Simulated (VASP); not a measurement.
# SiSn2Ge3 (P6/mmm) in VASP: relaxation of cell and atoms with PBE

Aim: the relaxation of cell and atoms of SiSn2Ge3 with PBE.

Program: VASP 6.6.1. These are calculated values, not measurements. Logs are shortened: lines on timing, memory, paths and dates and some standing lists are left out, and cuts for length are marked.

## (1) The cell of the first run

It takes space group P6/mmm (No. 191, hexagonal). Conventional cell: a = 5.491 Å, b = 5.491 Å, c = 5.446 Å, α = 90.00°, β = 90.00°, γ = 120.00°. Si (site symmetry 6/mmm) has 6 Sn at 3.17 Å and 12 Ge at 3.87 Å within 4.2 Å. Sn (site symmetry -6m2) has 6 Ge at 3.15 Å and 3 Sn at 3.17 Å and 3 Si at 3.17 Å within 4.1 Å. Within 3.6 Å of Ge (site symmetry mmm) lie 4 Ge at 2.75 Å and 4 Sn at 3.15 Å.

The cell was generated, and may not be a known phase.

## (2) Relaxation of cell and atoms, PBE

File INCAR:

```
SYSTEM = SiSn2Ge3
  ALGO = Fast
  EDIFF = 1E-7
  EDIFFG = -0.01
  ENCUT = 600
  GGA = PE
  IBRION = 2
  ISIF = 3
  ISMEAR = 0
  LASPH = .True.
  LCHARG = .False.
  LREAL = .False.
  LWAVE = .False.
  NELM = 100
  NSW = 100
  PREC = Accurate
  SIGMA = 0.1
```

File KPOINTS:

```
k-points
0
Gamma
  12 12 8
  0 0 0
```

File POSCAR:

```
SiSn2Ge3
1.0
    5.4906271716      0.0000000000      0.0000000000
   -2.7453135858      4.7550226133      0.0000000000
    0.0000000000      0.0000000000      5.4463858789
Si Sn Ge
1 2 3
Direct
    0.0000000000      0.0000000000      0.0000000000
    0.6666666667      0.3333333333      0.0000000000
    0.3333333333      0.6666666667      0.0000000000
    0.0000000000      0.5000000000      0.5000000000
    0.5000000000      0.0000000000      0.5000000000
    0.5000000000      0.5000000000      0.5000000000
```

Potentials or basis: VASP PAW PBE potentials, release 64 (Si, Sn_d, Ge_d).

Launch:

```console
> cat potpaw_PBE.64/Si/POTCAR potpaw_PBE.64/Sn_d/POTCAR potpaw_PBE.64/Ge_d/POTCAR > POTCAR
> mpirun -np 1 vasp_std > vasp.out
```

OUTCAR:

```text
SYSTEM = SiSn2Ge3
   EDIFF = 1E-7
   EDIFFG = -0.01
   ENCUT = 600
   GGA = PE
   IBRION = 2
   ISIF = 3
   ISMEAR = 0
   LASPH = .True.
   LREAL = .False.
   NELM = 100
   NSW = 100
   PREC = Accurate

 ion  position               nearest neighbor table
   1  0.000  0.000  0.000-   2 3.17   3 3.17   3 3.17   2 3.17   2 3.17   3 3.17
   2  0.667  0.333  0.000-   5 3.15   5 3.15   4 3.15   4 3.15   6 3.15   6 3.15   3 3.17   1 3.17
                             3 3.17   1 3.17   1 3.17   3 3.17
   3  0.333  0.667  0.000-   5 3.15   5 3.15   4 3.15   4 3.15   6 3.15   6 3.15   2 3.17   1 3.17
                             2 3.17   1 3.17   1 3.17   2 3.17
   4  0.000  0.500  0.500-   5 2.75   5 2.75   6 2.75   6 2.75   2 3.15   3 3.15   2 3.15   3 3.15

   5  0.500  0.000  0.500-   4 2.75   6 2.75   6 2.75   4 2.75   2 3.15   3 3.15   2 3.15   3 3.15

   6  0.500  0.500  0.500-   5 2.75   5 2.75   4 2.75   4 2.75   2 3.15   3 3.15   2 3.15   3 3.15

  LATTYP: Found a hexagonal cell.
 ALAT       =     5.4906271716
 C/A-ratio  =     0.9919423972

  Lattice vectors:

 A1 = (   5.4906271716,   0.0000000000,   0.0000000000)
 A2 = (  -2.7453135858,   4.7550226133,   0.0000000000)
 A3 = (   0.0000000000,   0.0000000000,   5.4463858789)

Analysis of symmetry for initial positions (statically):
=====================================================================
 Subroutine PRICEL returns:
 Original cell was already a primitive cell.

 Routine SETGRP: Setting up the symmetry group for a
 hexagonal supercell.

 Subroutine GETGRP returns: Found 24 space group operations
 (whereof 24 operations were pure point group operations)
 out of a pool of 24 trial point group operations.

The static configuration has the point symmetry D_6h.

Analysis of symmetry for dynamics (positions and initial velocities):
=====================================================================
 Subroutine PRICEL returns:
 Original cell was already a primitive cell.

 Routine SETGRP: Setting up the symmetry group for a
 hexagonal supercell.

 Subroutine GETGRP returns: Found 24 space group operations
 (whereof 24 operations were pure point group operations)
 out of a pool of 24 trial point group operations.

The dynamic configuration has the point symmetry D_6h.

 Subroutine INISYM returns: Found 24 space group operations
 (whereof 24 operations are pure point group operations),
 and found     1 'primitive' translations

----------------------------------------------------------------------------------------

                                     Primitive cell

  volume of cell :     142.1945

  direct lattice vectors                    reciprocal lattice vectors
     5.490627172  0.000000000  0.000000000     0.182128556  0.105151971  0.000000000
    -2.745313586  4.755022613  0.000000000     0.000000000  0.210303942  0.000000000
     0.000000000  0.000000000  5.446385879     0.000000000  0.000000000  0.183607997

  length of vectors
     5.490627172  5.490627172  5.446385879     0.210303942  0.210303942  0.183607997

  position of ions in fractional coordinates (direct lattice)
     0.000000000  0.000000000  0.000000000
     0.666666667  0.333333333  0.000000000
     0.333333333  0.666666667  0.000000000
     0.000000000  0.500000000  0.500000000
     0.500000000  0.000000000  0.500000000
     0.500000000  0.500000000  0.500000000

  ion indices of the primitive-cell ions
   primitive index   ion index
                 1           1
                 2           2
                 3           3
                 4           4
                 5           5
                 6           6

----------------------------------------------------------------------------------------

 KPOINTS: k-points

Automatic generation of k-mesh.
 Grid dimensions read from file:
 generate k-points for:   12   12    8

 Generating k-lattice:

  Cartesian coordinates                     Fractional coordinates (reciprocal lattice)
     0.015177380  0.008762664  0.000000000     0.083333333  0.000000000  0.000000000
     0.000000000  0.017525329  0.000000000     0.000000000  0.083333333  0.000000000
     0.000000000  0.000000000  0.022951000     0.000000000  0.000000000  0.125000000

  Length of vectors
     0.017525329  0.017525329  0.022951000

  Shift w.r.t. Gamma in fractional coordinates (k-lattice)
     0.000000000  0.000000000  0.000000000

 Subroutine IBZKPT returns following result:
 ===========================================

 Found     95 irreducible k-points:

 Following reciprocal coordinates:
            Coordinates               Weight
  0.000000  0.000000  0.000000      1.000000
  0.083333  0.000000  0.000000      6.000000
  0.166667 -0.000000  0.000000      6.000000
  0.250000  0.000000  0.000000      6.000000
  0.333333  0.000000  0.000000      6.000000
  0.416667  0.000000  0.000000      6.000000
[... 16 lines left out ...]
  0.250000  0.000000  0.125000     12.000000
  0.333333  0.000000  0.125000     12.000000
 [... further k-points ...]
   k-points           NKPTS =     95   k-points in BZ     NKDIM =     95   number of bands    NBANDS=     44
   number of dos      NEDOS =    301   number of ions     NIONS =      6
   total plane-waves  NPLWV = 110592
   dimension x,y,z NGX =    48 NGY =   48 NGZ =   48
   dimension x,y,z NGXF=    96 NGYF=   96 NGZF=   96
   ions per type =               1   2   3
   NGX,Y,Z   is equivalent  to a cutoff of  14.53, 14.53, 14.65 a.u.
   NGXF,Y,Z  is equivalent  to a cutoff of  29.07, 29.07, 29.30 a.u.
 SYSTEM =  SiSn2Ge3
   PREC   = accura    normal or accurate (medium, high low for compatibility)
   ISTART =      0    job   : 0-new  1-cont  2-samecut
   ICHARG =      2    charge: 1-file 2-atom 10-const
   ISPIN  =      1    spin polarized calculation?
   LNONCOLLINEAR =      F non collinear calculations
   LSORBIT =      F    spin-orbit coupling
   LASPH  =      T    aspherical Exc in radial PAW
   ENCUT  =  600.0 eV  44.10 Ry    6.64 a.u.  10.97 10.97 10.88*2*pi/ulx,y,z
   NELM   =    100;   NELMIN=  2; NELMDL= -5     # of ELM steps
   EDIFF  = 0.1E-06   stopping-criterion for ELM
   LREAL  =      F    real-space projection
   EDIFFG = -.1E-01   stopping-criterion for IOM
   NSW    =    100    number of steps for IOM
   IBRION =      2    ionic relax: 0-MD 1-quasi-New 2-CG
   NFREE  =      1    steps in history (QN), initial steepest desc. (CG)
   ISIF   =      3    stress and relaxation
   ISYM   =      2    0-nonsym 1-usesym 2-fastsym
   POTIM  = 0.5000    time-step for ionic-motion
   TEBEG  =    0.0;   TEEND  =   0.0 temperature during run
   PSTRESS=    0.0 pullay stress
   NELECT =      74.0000    total number of electrons
   NUPDOWN=      -1.0000    fix difference up-down
   EMIN   =  10.00;   EMAX   =-10.00  energy-range for DOS
   EFERMI =   0.00;   METHOD = LEGACY
   ISMEAR =     0;   SIGMA  =   0.10  broadening in eV -4-tet -1-fermi 0-gaus
   EFERMI_NEDOS =   21; number of points for ismear=-14 and -15
   IALGO  =     68    algorithm
   IMIX   =      4    mixing-type and parameters
     AMIX     =   0.40;   BMIX     =  1.00
     AMIX_MAG =   1.60;   BMIX_MAG =  1.00
  volume/ion in A,a.u.               =      23.70       159.93
  Fermi-wavevector in a.u.,A,eV,Ry     =   1.316814  2.488418 23.592489  1.733999
  Thomas-Fermi vector in A             =   2.446899
   LORBIT       =      0    0 simple, 1 ext, 2 COOP (PROOUT), +10 PAW based schemes
   GGA     = PE    functional components
   LHFCALC =     F    Hartree Fock is set to
   AEXX    =    0.0000 exact exchange contribution
   IVDW    =     0    specifies the selected vdW correction
   LEPSILON=     F    determine dielectric tensor
   LRPA    =     F    only Hartree local field effects (RPA)
 conjugate gradient relaxation of ions
 non-spin polarized calculation
 RMM-DIIS sequential band-by-band and
 Gauss-broadening in eV      SIGMA  =   0.10
  energy-cutoff  :      600.00
  volume of cell :      142.19
 maximum number of plane-waves:      4770
 NGX is ok and might be reduce to    48
   NGX = 21   NGY = 21   NGZ = 21

--------------------------------------- Ionic step        1  -------------------------------------------

 number of electron      74.0000008 magnetization

 Free energy of the ion-electron system (eV)
  ---------------------------------------------------
  ext. energy  EPLUGINS =         0.00000000
  ---------------------------------------------------
  free energy    TOTEN  =       -23.59713308 eV

  energy without entropy =      -23.58257131  energy(sigma->0) =      -23.58985219

------------------------ aborting loop because EDIFF is reached ----------------------------------------

  FORCE on cell =-STRESS in cart. coord.  units (eV):
  Direction    XX          YY          ZZ          XY          YZ          ZX
  --------------------------------------------------------------------------------------
  -------------------------------------------------------------------------------------
  Total       -0.1587773     -0.1587773      1.1164505     -0.0000000     -0.0000000      0.0000000
  in kB       -1.7890232     -1.7890232     12.5796076     -0.0000000     -0.0000000      0.0000000
  external PRESSURE =       3.0005204 kB  Pullay stress =       0.0000000 kB
[... 185 lines left out ...]
  energy  without entropy=      -23.5930129540  energy(sigma->0) =      -23.60010129

--------------------------------------- Ionic step        6  -------------------------------------------

 number of electron      74.0000026 magnetization

 Free energy of the ion-electron system (eV)
  ---------------------------------------------------
  ext. energy  EPLUGINS =         0.00000000
  ---------------------------------------------------
  free energy    TOTEN  =       -23.60722020 eV

  energy without entropy =      -23.59300452  energy(sigma->0) =      -23.60011236

 E-fermi :   6.2759     XC(G=0): -10.1741

 val. band max:        6.2732013015   @ k =   0.4167   0.1667   0.5000
 cond. band min:       6.2792026621   @ k =   0.0833   0.0000   0.5000
 fundamental gap:      0.0060013606
 Fermi energy:         6.2758964283

 k-point     1 :       0.0000    0.0000    0.0000
  band No.  band energies     occupation
      1     -18.5906      2.00000
      2     -18.5492      2.00000
      3     -18.5492      2.00000
      4     -18.5286      2.00000
      5     -18.4831      2.00000
      6     -18.4831      2.00000
[... 1117 lines left out ...]
     43       9.4743      0.00000
     44       9.5923      0.00000

 [... further k-points ...]

------------------------ aborting loop because EDIFF is reached ----------------------------------------

  FORCE on cell =-STRESS in cart. coord.  units (eV):
  Direction    XX          YY          ZZ          XY          YZ          ZX
  --------------------------------------------------------------------------------------
  -------------------------------------------------------------------------------------
  Total       -0.0005273     -0.0005273      0.0082913      0.0000000      0.0000000     -0.0000000
  in kB       -0.0058944     -0.0058944      0.0926769      0.0000000      0.0000000     -0.0000000
  external PRESSURE =       0.0269627 kB  Pullay stress =       0.0000000 kB
[... 21 lines left out ...]
  FREE ENERGIE OF THE ION-ELECTRON SYSTEM (eV)
  ---------------------------------------------------
  free  energy   TOTEN  =       -23.6072202023 eV

  energy  without entropy=      -23.5930045240  energy(sigma->0) =      -23.60011236

 reached required accuracy - stopping structural energy minimisation
```

Run time: 1.9 h. Hardware: 1 thread of Oxide Virtual Turin-like, shared host; peak memory 0.74 GiB.

What came out:

```yaml
Free_energy: -23.6072 eV
Relaxed_volume: 23.89 Å³/atom
Relaxed_cell: a = 5.464 Å, b = 5.464 Å, c = 5.544 Å, α = 90.00°, β = 90.00°, γ = 120.00°
Space_group_after_relaxing_to_0.1_Å: P6/mmm (No. 191)
Energy_gained_by_relaxing: 1.7 meV/atom
Ionic_steps: 6
Pressure_after_relaxing: 0.0 GPa
Band_gap_on_the_k_mesh: zero (bands 37 and 38 overlap by 3.07 eV)
```

The path:
| step | energy change (eV) | largest force (eV/Å) | pressure (GPa) | volume (Å³) |
| --- | --- | --- | --- | --- |
| 1 | 0.0000 | 0.0000 | 0.30 | 142.19 |
| 2 | -0.0074 | 0.0000 | 0.00 | 143.10 |
| 3 | -0.0094 | 0.0000 | -0.27 | 144.07 |
| 4 | -0.0094 | 0.0000 | -0.24 | 143.96 |
| 5 | -0.0101 | 0.0000 | 0.06 | 143.20 |
| 6 | -0.0101 | 0.0000 | 0.00 | 143.34 |

Final structure:
```
Si Sn Ge
1.0
     5.46376    0.00000    0.00000
    -2.73188    4.73176    0.00000
     0.00000    0.00000    5.54432
Si Sn Ge
1 2 3
Direct
  0.00000 0.00000 0.00000
  0.66667 0.33333 0.00000
  0.33333 0.66667 0.00000
  0.00000 0.50000 0.50000
  0.50000 0.00000 0.50000
  0.50000 0.50000 0.50000
```

Levels at points of the mesh, in eV from the Fermi level:
```
           k point  band 33  band 34  band 35  band 36  band 37  band 38  band 39  band 40  band 41  band 42
(0.00, 0.00, 0.00)    -3.12    -3.12    -2.39    -0.98    -0.98    -0.33    -0.33     0.73     0.93     0.93
(0.50, 0.00, 0.00)    -2.92    -2.77    -2.60     0.18     0.43     0.50     0.87     0.93     1.20     2.27
(0.00, 0.00, 0.50)    -2.81    -2.81    -2.16    -2.16    -2.00    -2.00    -0.71    -0.05     1.19     4.16
(0.50, 0.00, 0.50)    -3.67     0.20     0.59     0.67     1.07     1.43     1.48     1.57     1.62     1.66
```

Caveat: spin-orbit coupling is left out, which moves the levels of the heavy elements.
